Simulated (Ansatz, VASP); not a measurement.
## One calculation of PbS, two programs

```
CELL_PARAMETERS angstrom
2.94353 -2.94258 0.00000
2.94353 2.94258 0.00000
-1.08383 0.00000 11.01691
ATOMIC_POSITIONS crystal
Pb 0.77363 0.77363 0.62779
Pb 0.22637 0.22637 0.37221
S 0.27049 0.27049 0.61027
S 0.72951 0.72951 0.38973
```

Alike in both runs: task single point; functional PBE; k mesh 6 × 6 × 3; occupations fermi-dirac, width 0.05 eV; no spin polarisation.

|  | VASP | Ansatz |
| --- | --- | --- |
| version | VASP 6.6.1 | Ansatz 0.2.0 |
| potentials or method | VASP PAW PBE potentials, release 64 (Pb_d, S) | Ansatz PAW |
| plane-wave cutoff (eV) | 520 | 420 |
| valence electrons in the cell | 40 | 40 |

Ansatz gave:

| Quantity | Value |
| --- | --- |
| gap on the k mesh at the Fermi level (eV) | 1.95 |
| least direct gap on the mesh (eV) | 2.06 |
| rms of the force components (eV/Å) | 0.244 |

What did VASP give for the same quantities?

gap on the k mesh at the Fermi level (eV): 1.95; least direct gap on the mesh (eV): 2.06; rms of the force components (eV/Å): 0.242.

Atom by atom the forces differ by 0.003 eV/Å (rms over components). With one functional, cell and mesh, what is left measures potentials, basis and numerics.

Neither program's run includes spin-orbit coupling. Noted on Ansatz's run: odd divisions of the mesh miss points on the zone boundary, where band edges often lie, so the gap on the mesh can be too wide.
